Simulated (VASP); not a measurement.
# Fe2Ge (P6_3/mmc) in VASP: further runs

Fe2Ge is run at these levels: PBEsol; tasks: single point.

All numbers are computed with VASP 6.6.1; they aren't measurements. Logs are shortened: lines on timing, memory, paths and dates and some standing lists are left out, and cuts for length are marked.

### Step 1. The cell of the first run

It takes space group P6_3/mmc (No. 194, hexagonal). The conventional cell has a = 4.292 Å, b = 4.292 Å, c = 5.202 Å, α = 90.00°, β = 90.00°, γ = 120.00°. Fe (site symmetry -3m) has 8 Fe at 2.60 to 2.80 Å and 6 Ge at 2.80 Å within 3.4 Å. Fe (site symmetry -6m2) has 5 Ge at 2.48 to 2.60 Å and 6 Fe at 2.80 Å within 3.3 Å. Ge (site symmetry -6m2) has 11 Fe at 2.48 to 2.80 Å within 3.3 Å.

### Step 2. Single point, PBEsol, collinear spin, ferromagnetic start

Input file INCAR:

```
PREC = Accurate
ENCUT = 520
EDIFF = 1E-7
ISMEAR = 0
SIGMA = 0.1
LREAL = False
LASPH = True
NELM = 150
ALGO = Normal
ISIF = 2
LWAVE = False
LCHARG = False
ISPIN = 2
MAGMOM = 2.4 2.4 2.4 2.4 0 0
LORBIT = 11
LMAXMIX = 4
GGA = PS
NBANDS = 43
```

Input file KPOINTS:

```
Automatic mesh
0
Gamma
  8 8 6
```

Input file POSCAR:

```
Fe2Ge
1.0
    4.2919806197      0.0000000000      0.0000000000
   -2.1459851174      3.7169638229      0.0000000000
    0.0000000000      0.0000000000      5.2015809665
Fe Ge
4 2
Direct
    0.0000000000      0.0000000000      0.0000000000
    0.0000000000      0.0000000000      0.5000000000
    0.6666666667      0.3333333333      0.7500000000
    0.3333333333      0.6666666667      0.2500000000
    0.6666666667      0.3333333333      0.2500000000
    0.3333333333      0.6666666667      0.7500000000
```

Potentials or basis: VASP PAW PBE potentials, release 64 (Fe, Ge_d).

The run is started by

```
$ cat potpaw_PBE.64/Fe/POTCAR potpaw_PBE.64/Ge_d/POTCAR > POTCAR
$ mpirun -np 1 vasp_std > vasp.out
```

OUTCAR:

```text
PREC = Accurate
   ENCUT = 520
   EDIFF = 1E-7
   ISMEAR = 0
   LREAL = False
   LASPH = True
   NELM = 150
   ISIF = 2
   ISPIN = 2
   LORBIT = 11
   GGA = PS

 ion  position               nearest neighbor table
   1  0.000  0.000  0.000-   2 2.60   2 2.60   4 2.80   5 2.80   6 2.80   3 2.80   4 2.80   6 2.80
                             3 2.80   5 2.80   3 2.80   5 2.80   4 2.80   6 2.80
   2  0.000  0.000  0.500-   1 2.60   1 2.60   4 2.80   5 2.80   6 2.80   3 2.80   4 2.80   6 2.80
                             3 2.80   5 2.80   3 2.80   5 2.80   4 2.80   6 2.80
   3  0.667  0.333  0.750-   6 2.48   6 2.48   6 2.48   5 2.60   5 2.60   1 2.80   2 2.80   1 2.80
                             2 2.80   1 2.80   2 2.80
   4  0.333  0.667  0.250-   5 2.48   5 2.48   5 2.48   6 2.60   6 2.60   1 2.80   2 2.80   2 2.80
                             1 2.80   2 2.80   1 2.80
   5  0.667  0.333  0.250-   4 2.48   4 2.48   4 2.48   3 2.60   3 2.60   1 2.80   2 2.80   1 2.80
                             2 2.80   1 2.80   2 2.80
   6  0.333  0.667  0.750-   3 2.48   3 2.48   3 2.48   4 2.60   4 2.60   1 2.80   2 2.80   2 2.80
                             1 2.80   2 2.80   1 2.80

  LATTYP: Found a hexagonal cell.
 ALAT       =     4.2919806197
 C/A-ratio  =     1.2119302083

  Lattice vectors:

 A1 = (   4.2919806197,   0.0000000000,   0.0000000000)
 A2 = (  -2.1459851174,   3.7169638229,   0.0000000000)
 A3 = (   0.0000000000,   0.0000000000,   5.2015809665)

Analysis of symmetry for initial positions (statically):
=====================================================================
 Subroutine PRICEL returns:
 Original cell was already a primitive cell.

 Routine SETGRP: Setting up the symmetry group for a
 hexagonal supercell.

 Subroutine GETGRP returns: Found 24 space group operations
 (whereof 12 operations were pure point group operations)
 out of a pool of 24 trial point group operations.

The static configuration has the point symmetry D_3d.
 The point group associated with its full space group is D_6h.

Analysis of symmetry for dynamics (positions and initial velocities):
=====================================================================
 Subroutine PRICEL returns:
 Original cell was already a primitive cell.

 Routine SETGRP: Setting up the symmetry group for a
 hexagonal supercell.

 Subroutine GETGRP returns: Found 24 space group operations
 (whereof 12 operations were pure point group operations)
 out of a pool of 24 trial point group operations.

The dynamic configuration has the point symmetry D_3d.
 The point group associated with its full space group is D_6h.

Analysis of structural, dynamic, and magnetic symmetry:
=====================================================================
 Subroutine PRICEL returns:
 Original cell was already a primitive cell.

 Routine SETGRP: Setting up the symmetry group for a
 hexagonal supercell.

 Subroutine GETGRP returns: Found 24 space group operations
 (whereof 12 operations were pure point group operations)
 out of a pool of 24 trial point group operations.

The overall configuration has the point symmetry D_3d.
 The point group associated with its full space group is D_6h.

 Subroutine INISYM returns: Found 24 space group operations
 (whereof 12 operations are pure point group operations),
 and found     1 'primitive' translations

----------------------------------------------------------------------------------------

                                     Primitive cell

  volume of cell :      82.9815

  direct lattice vectors                    reciprocal lattice vectors
     4.291980620  0.000000000  0.000000000     0.232992664  0.134518067  0.000000000
    -2.145985117  3.716963823  0.000000000     0.000000000  0.269036786  0.000000000
     0.000000000  0.000000000  5.201580966     0.000000000  0.000000000  0.192249242

  length of vectors
     4.291980620  4.291977654  5.201580966     0.269036600  0.269036786  0.192249242

  position of ions in fractional coordinates (direct lattice)
     0.000000000  0.000000000  0.000000000
     0.000000000  0.000000000  0.500000000
     0.666666667  0.333333333  0.750000000
     0.333333333  0.666666667  0.250000000
     0.666666667  0.333333333  0.250000000
     0.333333333  0.666666667  0.750000000

  ion indices of the primitive-cell ions
   primitive index   ion index
                 1           1
                 2           2
                 3           3
                 4           4
                 5           5
                 6           6

----------------------------------------------------------------------------------------

 KPOINTS: Automatic mesh

Automatic generation of k-mesh.
 Grid dimensions read from file:
 generate k-points for:    8    8    6

 Generating k-lattice:

  Cartesian coordinates                     Fractional coordinates (reciprocal lattice)
     0.029124083  0.016814758  0.000000000     0.125000000  0.000000000  0.000000000
     0.000000000  0.033629598  0.000000000     0.000000000  0.125000000  0.000000000
     0.000000000  0.000000000  0.032041540     0.000000000  0.000000000  0.166666667

  Length of vectors
     0.033629575  0.033629598  0.032041540

  Shift w.r.t. Gamma in fractional coordinates (k-lattice)
     0.000000000  0.000000000  0.000000000

 Subroutine IBZKPT returns following result:
 ===========================================

 Found     40 irreducible k-points:

 Following reciprocal coordinates:
            Coordinates               Weight
  0.000000  0.000000  0.000000      1.000000
  0.125000 -0.000000  0.000000      6.000000
  0.250000 -0.000000  0.000000      6.000000
  0.375000  0.000000  0.000000      6.000000
  0.500000 -0.000000  0.000000      3.000000
  0.125000  0.125000  0.000000      6.000000
[... 16 lines left out ...]
  0.250000 -0.000000  0.333333     12.000000
  0.375000  0.000000  0.333333     12.000000
 [... further k-points ...]
   k-points           NKPTS =     40   k-points in BZ     NKDIM =     40   number of bands    NBANDS=     43
   number of dos      NEDOS =    301   number of ions     NIONS =      6
   total plane-waves  NPLWV =  40960
   dimension x,y,z NGX =    32 NGY =   32 NGZ =   40
   dimension x,y,z NGXF=    64 NGYF=   64 NGZF=   80
   ions per type =               4   2
   NGX,Y,Z   is equivalent  to a cutoff of  12.39, 12.39, 12.78 a.u.
   NGXF,Y,Z  is equivalent  to a cutoff of  24.79, 24.79, 25.57 a.u.
 SYSTEM =  unknown system
   PREC   = accura    normal or accurate (medium, high low for compatibility)
   ISTART =      0    job   : 0-new  1-cont  2-samecut
   ICHARG =      2    charge: 1-file 2-atom 10-const
   ISPIN  =      2    spin polarized calculation?
   LNONCOLLINEAR =      F non collinear calculations
   LSORBIT =      F    spin-orbit coupling
   LASPH  =      T    aspherical Exc in radial PAW
   ENCUT  =  520.0 eV  38.22 Ry    6.18 a.u.   7.98  7.98  9.67*2*pi/ulx,y,z
   NELM   =    150;   NELMIN=  2; NELMDL= -5     # of ELM steps
   EDIFF  = 0.1E-06   stopping-criterion for ELM
   LREAL  =      F    real-space projection
   EDIFFG = 0.1E-05   stopping-criterion for IOM
   NSW    =      0    number of steps for IOM
   IBRION =     -1    ionic relax: 0-MD 1-quasi-New 2-CG
   NFREE  =      0    steps in history (QN), initial steepest desc. (CG)
   ISIF   =      2    stress and relaxation
   ISYM   =      2    0-nonsym 1-usesym 2-fastsym
   POTIM  = 0.5000    time-step for ionic-motion
   TEBEG  =    0.0;   TEEND  =   0.0 temperature during run
   PSTRESS=    0.0 pullay stress
   NELECT =      60.0000    total number of electrons
   NUPDOWN=      -1.0000    fix difference up-down
   EMIN   =  10.00;   EMAX   =-10.00  energy-range for DOS
   EFERMI =   0.00;   METHOD = LEGACY
   ISMEAR =     0;   SIGMA  =   0.10  broadening in eV -4-tet -1-fermi 0-gaus
   EFERMI_NEDOS =   21; number of points for ismear=-14 and -15
   IALGO  =     38    algorithm
   IMIX   =      4    mixing-type and parameters
     AMIX     =   0.40;   BMIX     =  1.00
     AMIX_MAG =   1.60;   BMIX_MAG =  1.00
  volume/ion in A,a.u.               =      13.83        93.33
  Fermi-wavevector in a.u.,A,eV,Ry     =   1.469371  2.776708 29.375670  2.159051
  Thomas-Fermi vector in A             =   2.584756
   LORBIT       =     11    0 simple, 1 ext, 2 COOP (PROOUT), +10 PAW based schemes
   GGA     = PS    functional components
   LHFCALC =     F    Hartree Fock is set to
   AEXX    =    0.0000 exact exchange contribution
   IVDW    =     0    specifies the selected vdW correction
   LEPSILON=     F    determine dielectric tensor
   LRPA    =     F    only Hartree local field effects (RPA)
 spin polarized calculation
 Gauss-broadening in eV      SIGMA  =   0.10
  energy-cutoff  :      520.00
  volume of cell :       82.98
 maximum number of plane-waves:      2256
 NGX is ok and might be reduce to    32
   NGX = 15   NGY = 15   NGZ = 19

 number of electron      60.0000014 magnetization       9.1075705

 Free energy of the ion-electron system (eV)
  ---------------------------------------------------
  ext. energy  EPLUGINS =         0.00000000
  ---------------------------------------------------
  free energy    TOTEN  =       -45.20380457 eV

  energy without entropy =      -45.17099520  energy(sigma->0) =      -45.18739988

 E-fermi :   6.4282     XC(G=0): -12.4855

 val. band max:        6.4242695824   @ k =   0.2500   0.2500   0.1667
 cond. band min:       6.4319281143   @ k =   0.2500  -0.0000   0.3333
 fundamental gap:      0.0076585319
 Fermi energy:         6.4282315919

 spin component 1

 k-point     1 :       0.0000    0.0000    0.0000
  band No.  band energies     occupation
      1     -18.1303      1.00000
      2     -18.1251      1.00000
      3     -18.1030      1.00000
      4     -18.1029      1.00000
      5     -18.0854      1.00000
      6     -18.0854      1.00000
[... 34 lines left out ...]
     41      10.4505      0.00000
     42      10.4505      0.00000
[... 994 lines left out ...]
      2     -18.1233      1.00000
      3     -18.1001      1.00000
      4     -18.0975      1.00000
      5     -18.0915      1.00000
      6     -18.0906      1.00000
[... 34 lines left out ...]
     41      13.5487      0.00000
     42      13.9162      0.00000

 [... further k-points ...]

 spin component 2

 k-point     1 :       0.0000    0.0000    0.0000
  band No.  band energies     occupation
      1     -18.1455      1.00000
      2     -18.1404      1.00000
      3     -18.1229      1.00000
      4     -18.1229      1.00000
      5     -18.1035      1.00000
      6     -18.1035      1.00000
[... 34 lines left out ...]
     41      10.6376      0.00000
     42      10.6376      0.00000
[... 994 lines left out ...]
      2     -18.1388      1.00000
      3     -18.1198      1.00000
      4     -18.1170      1.00000
      5     -18.1107      1.00000
      6     -18.1092      1.00000
[... 34 lines left out ...]
     41      13.9997      0.00000
     42      14.4180      0.00000

 [... further k-points ...]

 [bands above 42 left out]

------------------------ aborting loop because EDIFF is reached ----------------------------------------

  FORCE on cell =-STRESS in cart. coord.  units (eV):
  Direction    XX          YY          ZZ          XY          YZ          ZX
  --------------------------------------------------------------------------------------
  -------------------------------------------------------------------------------------
  Total      -10.1434656    -10.1434633    -10.0484338     -0.0000142     -0.0000000      0.0000000
  in kB     -195.8463557   -195.8463108   -194.0115166     -0.0002736     -0.0000000      0.0000000
  external PRESSURE =    -195.2347277 kB  Pullay stress =       0.0000000 kB

 VOLUME and BASIS-vectors are now :
 -----------------------------------------------------------------------------
  energy-cutoff  :      520.00
  volume of cell :       82.98
      direct lattice vectors                 reciprocal lattice vectors
     4.291980620  0.000000000  0.000000000     0.232992664  0.134518067  0.000000000
    -2.145985117  3.716963823  0.000000000     0.000000000  0.269036786  0.000000000
     0.000000000  0.000000000  5.201580966     0.000000000  0.000000000  0.192249242

 POSITION                                       TOTAL-FORCE (eV/Angst)
 -----------------------------------------------------------------------------------
      0.00000      0.00000      0.00000        -0.000000      0.000000      0.000000
      0.00000      0.00000      2.60079        -0.000000      0.000000      0.000000
      2.14599      1.23899      3.90119         0.000000      0.000000      0.000000
      0.00000      2.47798      1.30040        -0.000000     -0.000000      0.000000
      2.14599      1.23899      1.30040         0.000000      0.000000      0.000000
      0.00000      2.47798      3.90119        -0.000000     -0.000000      0.000000
 -----------------------------------------------------------------------------------
    total drift:                                0.000000     -0.000000      0.000000

  FREE ENERGIE OF THE ION-ELECTRON SYSTEM (eV)
  ---------------------------------------------------
  free  energy   TOTEN  =       -45.2038045659 eV

  energy  without entropy=      -45.1709951980  energy(sigma->0) =      -45.18739988

 total charge

# of ion       s       p       d       tot
------------------------------------------
    1        0.357   0.390   6.189   6.936
    2        0.357   0.390   6.189   6.936
    3        0.387   0.412   6.337   7.137
    4        0.387   0.412   6.337   7.137
    5        1.090   1.210  10.068  12.368
    6        1.090   1.210  10.068  12.368
--------------------------------------------------
tot          3.668   4.025  45.187  52.881

 magnetization (x)

# of ion       s       p       d       tot
------------------------------------------
    1       -0.002   0.002   2.622   2.622
    2       -0.002   0.002   2.622   2.622
    3        0.016   0.005   2.009   2.029
    4        0.016   0.005   2.009   2.029
    5       -0.005  -0.092   0.002  -0.094
    6       -0.005  -0.092   0.002  -0.094
--------------------------------------------------
tot          0.019  -0.169   9.266   9.115
```

It took 4.7 min on 1 thread of AMD EPYC 7R43 (Zen 3), shared host; peak memory 0.32 GiB.

Results:

| Item | Value |
| --- | --- |
| Free energy | -45.2038 eV |
| Pressure | -19.5 GPa |
| Net moment | 9.11 μB per cell |
| Site moments | Fe +2.62, +2.03 (each value once); Ge -0.09 μB |
| Valence electrons inside the program's atomic spheres | Fe 6.94, 7.14 (each value once); Ge 12.37 |

Caveat: the cell stands under tension; the PAW data sets were made with another functional, which shifts forces and pressure a little.

### Step 3. Single point, PBEsol, collinear spin, ferromagnetic start

This run uses another cell than the first one, of 11.85 Å³/atom.

Input file INCAR:

```
PREC = Accurate ; ENCUT = 520
EDIFF = 1E-7 ; ISMEAR = 0
SIGMA = 0.1 ; LREAL = F
LASPH = T ; NELM = 150
ALGO = Normal ; ISIF = 2
LWAVE = F ; LCHARG = T
ISPIN = 2 ; MAGMOM = 2.4 2.4 2.4 2.4 0 0
LORBIT = 11 ; LMAXMIX = 4
GGA = PS ; LELF = T
LVHAR = T ; NBANDS = 43
```

KPOINTS is that of step 2.

Changes to POSCAR since step 2:

```diff
@@ -2,5 +2,5 @@
 1.0
-    4.2919806197      0.0000000000      0.0000000000
-   -2.1459851174      3.7169638229      0.0000000000
-    0.0000000000      0.0000000000      5.2015809665
+    4.0770135583      0.0000000000      0.0000000000
+   -2.0385018467      3.5307969080      0.0000000000
+    0.0000000000      0.0000000000      4.9410558909
 Fe Ge
```

Potentials or basis: VASP PAW PBE potentials, release 64 (Fe, Ge_d).

The run is started by

```
$ cat potpaw_PBE.64/Fe/POTCAR potpaw_PBE.64/Ge_d/POTCAR > POTCAR
$ mpirun -np 1 vasp_std > vasp.out
```

It took 3.2 min on 1 thread of Intel Xeon 6975P-C (Granite Rapids), shared host; peak memory 0.31 GiB.

Results (log left out):

```yaml
Free_energy: -46.1376 eV
Pressure: -2.6 GPa
Net_moment: 7.15 μB per cell
Site_moments: Fe +2.30, +1.34 (each value once); Ge -0.08 μB
Valence_electrons_inside_the_program's_atomic_spheres: Fe 7.20, 7.48 (each value once); Ge 12.56
```

Stress tensor (GPa, compression positive):
```
-2.55  0.00  0.00
 0.00 -2.55  0.00
 0.00  0.00 -2.71
```

Levels at points of the mesh, in eV from the Fermi level:
Spin up:
```tsv
k point	band 31	band 32	band 33	band 34	band 35	band 36	band 37	band 38
(0.00, 0.00, 0.00)	-0.61	-0.38	0.17	2.31	2.82	2.82	2.95	3.17
(0.50, 0.00, 0.00)	-1.25	-0.86	-0.54	-0.51	-0.44	1.15	1.93	3.51
(0.00, 0.00, 0.50)	-0.91	-0.91	1.62	1.62	3.44	3.44	3.44	3.44
(0.50, 0.00, 0.50)	-1.35	-1.35	-0.57	-0.57	1.17	1.17	2.81	2.81
```
Spin down:
| k point | band 23 | band 24 | band 25 | band 26 | band 27 | band 28 | band 29 | band 30 |
| --- | --- | --- | --- | --- | --- | --- | --- | --- |
| (0.00, 0.00, 0.00) | -0.26 | -0.26 | -0.17 | 0.51 | 0.59 | 0.59 | 0.79 | 0.79 |
| (0.50, 0.00, 0.00) | -0.95 | -0.83 | -0.78 | -0.77 | -0.19 | 0.12 | 0.39 | 0.57 |
| (0.00, 0.00, 0.50) | -0.49 | -0.49 | 0.46 | 0.46 | 0.46 | 0.46 | 0.69 | 0.69 |
| (0.50, 0.00, 0.50) | -0.96 | -0.96 | -0.46 | -0.46 | 0.08 | 0.08 | 0.09 | 0.09 |

Caveat: the PAW data sets were made with another functional, which shifts forces and pressure a little.

[end of part 1 of 2]
